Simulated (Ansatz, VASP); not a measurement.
Two plane-wave programs on CaO

File POSCAR:

```
CaO
1.0
    0.0000000000      2.5265383152      2.5265383152
    2.5265383152      0.0000000000      2.5265383152
    2.5265383152      2.5265383152      0.0000000000
Ca O
1 1
Direct
    0.0000000000      0.0000000000      0.0000000000
    0.5000000000      0.5000000000      0.5000000000
```

INCAR.step1

```
SYSTEM = CaO
PREC     = Accurate       ! precision mode
ENCUT    = 520            ! plane-wave cutoff, eV
ISMEAR   = 0              ! smearing method
SIGMA    = 0.01           ! smearing width, eV
LREAL    = .False.        ! projectors in reciprocal space
LASPH    = .True.         ! aspherical terms in the spheres
NELM     = 80             ! most SCF steps
NBANDS   = 15             ! bands
GGA      = PE             ! functional
ALGO     = Normal         ! electronic algorithm
EDIFF    = 1E-4           ! SCF threshold, eV
LWAVE    = .True.         ! write WAVECAR
LCHARG   = .False.        ! write CHGCAR
```

File INCAR.step2:

```
SYSTEM = CaO
PREC     = Accurate       ! precision mode
ENCUT    = 520            ! plane-wave cutoff, eV
EDIFF    = 1E-6           ! SCF threshold, eV
ISMEAR   = 0              ! smearing method
SIGMA    = 0.01           ! smearing width, eV
LREAL    = .False.        ! projectors in reciprocal space
LASPH    = .True.         ! aspherical terms in the spheres
NELM     = 80             ! most SCF steps
ALGO     = Normal         ! electronic algorithm
ISIF     = 2              ! what is computed and relaxed
LWAVE    = .False.        ! write WAVECAR
LCHARG   = .True.         ! write CHGCAR
METAGGA  = R2SCAN         ! meta-GGA
LMIXTAU  = .True.       
LELF     = .True.         ! ELF
LVHAR    = .True.       
NBANDS   = 15             ! bands
ISTART   = 1
```

KPOINTS

```
Automatic mesh
0
Gamma
  10 10 10
  0 0 0
```

Input for Ansatz:

```yaml
crystal:
  lattice:
    - [0.0, 2.5265383152, 2.5265383152]
    - [2.5265383152, 0.0, 2.5265383152]
    - [2.5265383152, 2.5265383152, 0.0]
  atoms:
    - { symbol: Ca, position: [0.0, 0.0, 0.0] }
    - { symbol: O, position: [0.5, 0.5, 0.5] }
kpoints:
  mp_grid: { grid: [10, 10, 10] }
  band_path:
    path:
      - [0.0, 0.0, 0.0]
      - [0.5, 0.0, 0.5]
      - [0.625, 0.25, 0.625]
      - [0.375, 0.375, 0.75]
      - [0.5, 0.5, 0.5]
      - [0.5, 0.25, 0.75]
    npoints: 1
hamiltonian:
  xc: r2scan
scf:
  occupations: { method: fixed }
  n_extra_bands: 4
output:
  forces: true
  stress: true
  eigenvalues: true
```

Change from the starting cell: hydrostatic strain +5.4%.

Alike in both runs: task single point; functional r2SCAN; k mesh 10 × 10 × 10; no spin polarisation.

|  | VASP | Ansatz |
| --- | --- | --- |
| version | VASP 6.6.1 | Ansatz 0.2.0 |
| potentials or method | VASP PAW PBE potentials, release 64 (Ca_sv, O) | plane waves, PAW |
| plane-wave cutoff (eV) | 520 | 500 |
| occupations | gaussian, width 0.01 eV | fixed |
| valence electrons in the cell | 16 | 16 |

|  | VASP | Ansatz | Ansatz less VASP |
| --- | --- | --- | --- |
| gap on the k mesh at the Fermi level (eV) | 4.17 | 4.18 | +0.004 |
| pressure (GPa) | -12.6 | -13.1 | -0.50 |

VASP's potentials were made for PBE, not for r2SCAN.
